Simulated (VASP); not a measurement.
# Mo in VASP: a series of runs, part 2 of 2

VASP 6.6.1. The steps go on from the part before.

### Step 4. Single point, PBEsol+D4, non-collinear spin, zero start, spin-orbit coupling (the cell strained at random)

Input file INCAR:

```
SYSTEM = Mo
ALGO = Normal
EDIFF = 1E-6
ENCUT = 520
GGA = PS
GGA_COMPAT = .False.
ISIF = 2
ISMEAR = 1
IVDW = 13
LASPH = .True.
LCHARG = .False.
LMAXMIX = 4
LNONCOLLINEAR = .True.
LORBIT = 11
LORBMOM = .True.
LREAL = .False.
LSORBIT = .True.
LWAVE = .False.
MAGMOM = 0 0 0
NBANDS = 25
NELM = 150
PREC = Accurate
SIGMA = 0.2
```

Input file KPOINTS:

```
k-points
0
Gamma
  9 9 9
  0 0 0
```

Input file POSCAR:

```
Mo
1.0
   -1.5658860000      1.5583940000      1.5607740000
    1.5866120000     -1.5602270000      1.5833320000
    1.6101880000      1.6045290000     -1.5626070000
Mo
1
Direct
   -0.0843240000      0.0407620000     -0.0021940000
```

Potentials or basis: VASP PAW PBE potentials, release 64 (Mo_sv).

Command:

```
cat potpaw_PBE.64/Mo_sv/POTCAR > POTCAR
mpirun -np 1 vasp_ncl > vasp.out
```

OUTCAR:

```text
SYSTEM = Mo
   EDIFF = 1E-6
   ENCUT = 520
   GGA = PS
   ISIF = 2
   ISMEAR = 1
   IVDW = 13
   LASPH = .True.
   LNONCOLLINEAR = .True.
   LORBIT = 11
   LREAL = .False.
   LSORBIT = .True.
   NELM = 150
   PREC = Accurate

 ion  position               nearest neighbor table
   1  0.916  0.041  0.998-

  LATTYP: Found a triclinic cell.
 ALAT       =     7.0885947920
 B/A-ratio  =     0.6284436068
 C/A-ratio  =     0.3852725824
 COS(alpha) =     0.0017973545
 COS(beta)  =     0.2612520113
 COS(gamma) =     0.9479869223

  Lattice vectors:

 A1 = (  -6.3728740000,  -0.0904370000,   3.1026560000)
 A2 = (  -3.1760740000,  -0.0461350000,   3.1233810000)
 A3 = (  -1.5866120000,   1.5602270000,  -1.5833320000)

Analysis of symmetry for initial positions (statically):
=====================================================================
 Subroutine PRICEL returns:
 Original cell was already a primitive cell.

 Routine SETGRP: Setting up the symmetry group for a
 triclinic supercell.

 Subroutine GETGRP returns: Found  2 space group operations
 (whereof  1 operations were pure point group operations)
 out of a pool of  2 trial point group operations.

The static configuration has the point symmetry C_1 .
 The point group associated with its full space group is S_2 .

Analysis of symmetry for dynamics (positions and initial velocities):
=====================================================================
 Subroutine PRICEL returns:
 Original cell was already a primitive cell.

 Routine SETGRP: Setting up the symmetry group for a
 triclinic supercell.

 Subroutine GETGRP returns: Found  2 space group operations
 (whereof  1 operations were pure point group operations)
 out of a pool of  2 trial point group operations.

The dynamic configuration has the point symmetry C_1 .
[... 856 lines left out ...]
  -------------------------------------------------------------------------------------
  Total      -1.49125    -1.17378    -0.98352    -0.28593    -0.00289    -0.12897
  in kB    -150.34678  -118.33900   -99.15709   -28.82734    -0.29144   -13.00263
  external pressure =     -122.61 kB  Pullay stress =        0.00 kB

 VOLUME and BASIS-vectors are now :
 -----------------------------------------------------------------------------
  energy-cutoff  :      520.00
  volume of cell :       15.89
      direct lattice vectors                 reciprocal lattice vectors
    -1.565886000  1.558394000  1.560774000    -0.006448711  0.316438023  0.318282427
     1.586612000 -1.560227000  1.583332000     0.310821939 -0.004170446  0.316004060
     1.610188000  1.604529000 -1.562607000     0.308503252  0.311841071 -0.001851857

 POSITION                                       TOTAL-FORCE (eV/Angst)
 -----------------------------------------------------------------------------------
      0.23748      2.96439     -0.06548        -0.000000      0.000000      0.000000
 -----------------------------------------------------------------------------------
    total drift:                               -0.000009     -0.000001      0.000010

  FREE ENERGIE OF THE ION-ELECTRON SYSTEM (eV)
  ---------------------------------------------------
  free  energy   TOTEN  =       -12.2252494343 eV

  energy  without entropy=      -12.2242315977  energy(sigma->0) =      -12.22491016

 orbital moment (x)

 # of ion     p       d       tot
 ----------------------------------------
  1        -0.000   0.000   0.000
 ----------------------------------------
           -0.000   0.000   0.000

 orbital moment (y)

 # of ion     p       d       tot
 ----------------------------------------
  1         0.000  -0.000  -0.000
 ----------------------------------------
            0.000  -0.000  -0.000

 orbital moment (z)

 # of ion     p       d       tot
 ----------------------------------------
  1        -0.000  -0.000  -0.000
 ----------------------------------------
           -0.000  -0.000  -0.000

 Spin-Orbit-Coupling matrix elements

 Ion:    1  E_soc:     -0.2057824
 l=   1
     0.0000000    -0.0301617    -0.0301610
    -0.0301617     0.0000000    -0.0301652
    -0.0301610    -0.0301652     0.0000000
 l=   2
     0.0000000    -0.0010465     0.0000000    -0.0010496    -0.0030883
    -0.0010465     0.0000000    -0.0023227    -0.0010408    -0.0007695
     0.0000000    -0.0023227     0.0000000    -0.0023229     0.0000000
    -0.0010496    -0.0010408    -0.0023229     0.0000000    -0.0007630
    -0.0030883    -0.0007695     0.0000000    -0.0007630     0.0000000
 l=   3
     0.0000000     0.0000000     0.0000000     0.0000000     0.0000000     0.0000000     0.0000000
     0.0000000     0.0000000     0.0000000     0.0000000     0.0000000     0.0000000     0.0000000
     0.0000000     0.0000000     0.0000000     0.0000000     0.0000000     0.0000000     0.0000000
     0.0000000     0.0000000     0.0000000     0.0000000     0.0000000     0.0000000     0.0000000
     0.0000000     0.0000000     0.0000000     0.0000000     0.0000000     0.0000000     0.0000000
     0.0000000     0.0000000     0.0000000     0.0000000     0.0000000     0.0000000     0.0000000
     0.0000000     0.0000000     0.0000000     0.0000000     0.0000000     0.0000000     0.0000000

 total charge

# of ion       s       p       d       tot
------------------------------------------
    1        2.380   6.201   3.888  12.469

 magnetization (x)

# of ion       s       p       d       tot
------------------------------------------
    1        0.000   0.000   0.000   0.000

 magnetization (y)

# of ion       s       p       d       tot
------------------------------------------
    1       -0.000  -0.000  -0.000  -0.000

 magnetization (z)

# of ion       s       p       d       tot
------------------------------------------
    1        0.000   0.000  -0.000   0.000
```

It took 5.6 min on 1 thread of Intel Xeon Platinum 8259CL at 2.50GHz (Skylake/Cascade Lake), shared host; peak memory 0.32 GiB.

What came out:

| Property | Result |
| --- | --- |
| Free energy | -12.2252 eV |
| Pressure | -12.3 GPa |
| Net moment | 0.00 μB per cell |
| Valence electrons inside the program's atomic spheres | Mo 12.47 |
| Dispersion energy per atom | -0.351 eV |

Stress tensor (GPa, compression positive):
```
-15.03  -2.88  -1.30
 -2.88 -11.83  -0.03
 -1.30  -0.03  -9.92
```

Moments on the atoms (μB; x, y, z):
```
Mo  0.00 0.00 0.00
```

Caveat: the cell differs from its parent crystal (the cell strained at random); the PAW data sets were made with another functional, which shifts forces and pressure a little.

### Step 5. Single point, PBE-based screened hybrid

This run uses another cell than the first one, of 15.37 Å³/atom, 0.948 times its volume.

Input file POSCAR:

```
Mo
1.0
   -1.5663542051      1.5663542051      1.5663542051
    1.5663542051     -1.5663542051      1.5663542051
    1.5663542051      1.5663542051     -1.5663542051
Mo
1
Direct
    0.0000000000      0.0000000000      0.0000000000
```

Input file INCAR.step1:

```
SYSTEM = Mo
ALGO = Normal
EDIFF = 1E-5
ENCUT = 520
GGA = PE
ISIF = 2
ISMEAR = -1
LASPH = .True.
LCHARG = .False.
LREAL = .False.
LWAVE = .True.
NBANDS = 13
NELM = 60
PREC = Accurate
SIGMA = 0.05
```

Input file INCAR.step2:

```
SYSTEM = Mo
AEXX = 0.25
ALGO = Normal
EDIFF = 1E-6
ENCUT = 520
GGA = PE
HFSCREEN = 0.3
ISIF = 2
ISMEAR = -1
ISTART = 1
LASPH = .True.
LCHARG = .False.
LHFCALC = .True.
LREAL = .False.
LWAVE = .False.
NBANDS = 13
NELM = 60
PREC = Accurate
PRECFOCK = Normal
SIGMA = 0.05
```

Input file KPOINTS:

```
k-points
0
Gamma
  6 6 6
  0 0 0
```

Potentials or basis: VASP PAW PBE potentials, release 64 (Mo_sv).

Command:

```
cat potpaw_PBE.64/Mo_sv/POTCAR > POTCAR
cp INCAR.step1 INCAR
mpirun -np 1 vasp_std > vasp.out
cp INCAR.step2 INCAR
mpirun -np 1 vasp_std > vasp.out
```

OUTCAR:

```text
SYSTEM = Mo
   AEXX = 0.25
   EDIFF = 1E-6
   ENCUT = 520
   GGA = PE
   HFSCREEN = 0.3
   ISIF = 2
   ISMEAR = -1
   ISTART = 1
   LASPH = .True.
   LHFCALC = .True.
   LREAL = .False.
   NELM = 60
   PREC = Accurate
   PRECFOCK = Normal

 ion  position               nearest neighbor table
   1  0.000  0.000  0.000-

  LATTYP: Found a body centered cubic cell.
 ALAT       =     3.1327084102

[... 433 lines left out ...]
      9      17.3405      0.00000
     10      22.5445      0.00000
     11      22.5445      0.00000
     12      22.5445      0.00000
     13      33.9029      0.00000

------------------------ aborting loop because EDIFF is reached ----------------------------------------

  FORCE on cell =-STRESS in cart. coord.  units (eV):
  Direction    XX          YY          ZZ          XY          YZ          ZX
  --------------------------------------------------------------------------------------
  -------------------------------------------------------------------------------------
  Total        0.0859312      0.0859312      0.0859312     -0.0000000      0.0000000     -0.0000000
  in kB        8.9563586      8.9563586      8.9563586     -0.0000000      0.0000000     -0.0000000
  external PRESSURE =       8.9563586 kB  Pullay stress =       0.0000000 kB

 VOLUME and BASIS-vectors are now :
 -----------------------------------------------------------------------------
  energy-cutoff  :      520.00
  volume of cell :       15.37
      direct lattice vectors                 reciprocal lattice vectors
    -1.566354205  1.566354205  1.566354205     0.000000000  0.319212601  0.319212601
     1.566354205 -1.566354205  1.566354205     0.319212601  0.000000000  0.319212601
     1.566354205  1.566354205 -1.566354205     0.319212601  0.319212601  0.000000000

 POSITION                                       TOTAL-FORCE (eV/Angst)
 -----------------------------------------------------------------------------------
      0.00000      0.00000      0.00000         0.000000      0.000000      0.000000
 -----------------------------------------------------------------------------------
    total drift:                               -0.000000      0.000000      0.000000

  FREE ENERGIE OF THE ION-ELECTRON SYSTEM (eV)
  ---------------------------------------------------
  free  energy   TOTEN  =       -12.5599200028 eV

  energy  without entropy=      -12.5597355488  energy(sigma->0) =      -12.55982778
```

OUTCAR.step1:

```text
SYSTEM = Mo
   EDIFF = 1E-5
   ENCUT = 520
   GGA = PE
   ISIF = 2
   ISMEAR = -1
   LASPH = .True.
[... 461 lines left out ...]
 -----------------------------------------------------------------------------------
      0.00000      0.00000      0.00000        -0.000000      0.000000     -0.000000
 -----------------------------------------------------------------------------------
    total drift:                                0.000000     -0.000000      0.000000

  FREE ENERGIE OF THE ION-ELECTRON SYSTEM (eV)
  ---------------------------------------------------
  free  energy   TOTEN  =       -10.9901462415 eV

  energy  without entropy=      -10.9890942600  energy(sigma->0) =      -10.98962025
```

Run time: 8.9 min. Hardware: 1 thread of Oxide Virtual Turin-like, shared host; peak memory 0.19 GiB.

Results:

```
Free energy            : -12.5599 eV
Pressure               : 0.9 GPa
Band gap on the k mesh : zero (band 7 reaches 17.34 eV, above the bottom of band 8 at 11.11 eV)
```

Caveat: the k points lie up to 0.47 Å⁻¹ apart; the PAW data sets were made with another functional, which shifts forces and pressure a little.

### Step 6. Single point, HSE06, non-collinear spin, zero start, spin-orbit coupling

This run uses another cell than the first one, of 15.89 Å³/atom, 0.980 times its volume.

Input file POSCAR:

```
Mo
1.0
   -1.5838089719      1.5838089719      1.5838089719
    1.5838089719     -1.5838089719      1.5838089719
    1.5838089719      1.5838089719     -1.5838089719
Mo
1
Direct
    0.0000000000      0.0000000000      0.0000000000
```

Input file INCAR.step1:

```
SYSTEM = Mo
  ALGO = Normal
  EDIFF = 1E-5
  ENCUT = 520
  GGA = PE
  GGA_COMPAT = .FALSE.
  ISIF = 2
  ISMEAR = -1
  LASPH = .TRUE.
  LCHARG = .FALSE.
  LMAXMIX = 4
  LORBIT = 11
  LORBMOM = .TRUE.
  LREAL = .FALSE.
  LSORBIT = .TRUE.
  LWAVE = .TRUE.
  MAGMOM = 0 0 0
  NBANDS = 25
  NELM = 150
  PREC = Accurate
  SIGMA = 0.05
```

Input file INCAR.step2:

```
SYSTEM = Mo
  ALGO = Normal
  EDIFF = 1E-7
  ENCUT = 520
  GGA = PE
  GGA_COMPAT = .FALSE.
  HFSCREEN = 0.2079
  ISIF = 2
  ISMEAR = -1
  ISTART = 1
  LASPH = .TRUE.
  LCHARG = .FALSE.
  LHFCALC = .TRUE.
  LMAXMIX = 4
  LORBIT = 11
  LORBMOM = .TRUE.
  LREAL = .FALSE.
  LSORBIT = .TRUE.
  LWAVE = .FALSE.
  MAGMOM = 0 0 0
  NBANDS = 25
  NELM = 150
  PREC = Accurate
  PRECFOCK = Normal
  SIGMA = 0.05
```

Input file KPOINTS:

```
k-points
0
G
  5 5 5
  0 0 0
```

Potentials or basis: VASP PAW PBE potentials, release 64 (Mo_sv).

Command:

```
cat potpaw_PBE.64/Mo_sv/POTCAR > POTCAR
cp INCAR.step1 INCAR
mpirun -np 1 vasp_ncl > vasp.out
cp INCAR.step2 INCAR
mpirun -np 1 vasp_ncl > vasp.out
```

It took 35 min on 1 thread of Oxide Virtual Turin-like, shared host; peak memory 0.23 GiB.

Results (log left out):

| Item | Value |
| --- | --- |
| Free energy | -13.0061 eV |
| Pressure | -10.0 GPa |
| Net moment | 0.00 μB per cell |
| Valence electrons inside the program's atomic spheres | Mo 12.45 |

Moments on the atoms (μB; x, y, z):
```
Mo  0.00 0.00 0.00
```

Caveat: the k points lie up to 0.56 Å⁻¹ apart; the PAW data sets were made with another functional, which shifts forces and pressure a little.

### Step 7. Overview

```tsv
level	spin	cell	k mesh	smearing	grid for exact exchange (PRECFOCK)	screening parameter	share of exact exchange	gap on the mesh (eV)	pressure (GPa)	moment (μB)
HSE06	off	a = 2.761 Å, angles 109.5°, 1 atom	8 × 8 × 8	fermi-dirac 0.05 eV	Normal	0.2079 1/Å	-	none	-11.3	-
PBE0	off	a = 2.797 Å, angles 109.5°, 1 atom	8 × 8 × 8	fermi-dirac 0.05 eV	Normal	-	-	none	-19.9	-
PBEsol+D4	non-collinear, zero start, SOC	a = 2.705, b = 2.731, c = 2.758 Å, angles 108.8, 109.2, 109.3°, 1 atom	9 × 9 × 9	methfessel-paxton 0.2 eV	-	-	-	-	-12.3	0.00
PBE-based screened hybrid	off	a = 2.713 Å, angles 109.5°, 1 atom	6 × 6 × 6	fermi-dirac 0.05 eV	Normal	0.3 1/Å	0.25	none	0.9	-
HSE06	non-collinear, zero start, SOC	a = 2.743 Å, angles 109.5°, 1 atom	5 × 5 × 5	fermi-dirac 0.05 eV	Normal	0.2079 1/Å	-	-	-10.0	0.00
```

Alike in all rows: task single point; potentials or basis VASP PAW PBE potentials, release 64 (Mo_sv); cutoff (eV) 520.

Caveats: some runs use coarse meshes; the PAW data sets were made with another functional, which shifts forces and pressure a little.

Absolute energies hang on the potentials; compare differences alone.
